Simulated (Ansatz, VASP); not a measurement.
# Two plane-wave programs on Hg

File INCAR:

```
SYSTEM = Hg
ALGO = Normal ; EDIFF = 1E-6
EDIFFG = -0.005 ; ENCUT = 600
GGA = PE ; IBRION = 2
ISIF = 3 ; ISMEAR = -1
LASPH = .True. ; LCHARG = .False.
LREAL = .False. ; LWAVE = .False.
NELM = 100 ; NSW = 60
PREC = Accurate ; SIGMA = 0.05
```

File KPOINTS:

```
k-points
0
Gamma
  11 11 11
  0 0 0
```

The input POSCAR:

```
Hg
1.0
    0.0000000000      3.3303445432      3.3303445432
    3.3303445432      0.0000000000      3.3303445432
    3.3303445432      3.3303445432      0.0000000000
Hg
2
Direct
   -0.1250000000     -0.1250000000     -0.1250000000
    0.1250000000      0.1250000000      0.1250000000
```

Input for Ansatz:

```yaml
crystal:
  lattice:
    - [0.0, 3.3303445432, 3.3303445432]
    - [3.3303445432, 0.0, 3.3303445432]
    - [3.3303445432, 3.3303445432, 0.0]
  atoms:
    - { symbol: Hg, position: [-0.125, -0.125, -0.125] }
    - { symbol: Hg, position: [0.125, 0.125, 0.125] }
kpoints:
  mp_grid: { grid: [11, 11, 11] }
scf:
  occupations: { method: fermi_dirac, width: 0.05 }
hamiltonian:
  xc: pbe
  pseudopotentials: { kind: paw }
output:
  forces: true
  stress: true
  write_density: true
  write_potential: true
  elf: true
  volumetric_format: npy
relax:
  f_tol: 0.005
  max_steps: 40
  cell: {}
```

Alike in both runs: task relaxation of cell and atoms; functional PBE; k mesh 11 × 11 × 11; occupations fermi-dirac, width 0.05 eV; no spin polarisation.

|  | VASP | Ansatz |
| --- | --- | --- |
| version | VASP 6.6.1 | Ansatz 0.2.0 |
| potentials or method | VASP PAW PBE potentials, release 64 (Hg) | PAW with Ansatz's default frozen-core files, scalar-relativistic |
| plane-wave cutoff (eV) | 600 | 420 |
| valence electrons in the cell | 24 | 40 |

Ansatz gave:

| Quantity | Value |
| --- | --- |
| relaxed volume (Å³/atom) | 56.45 |
| relaxed length of the cell vector where the two differ most in proportion (Å) | 5.425 |

Q: What did VASP give for the same quantities?

A: Relaxed volume (Å³/atom): 57.17; relaxed length of the cell vector where the two differ most in proportion (Å): 5.448.

VASP's potentials hold 24 valence electrons a cell and Ansatz's 40, so a difference there can come from the potentials and not from the codes.

Neither program's run includes spin-orbit coupling. Noted on VASP's run: the volume moved by over 15 % at a fixed basis, so the end points are rough.
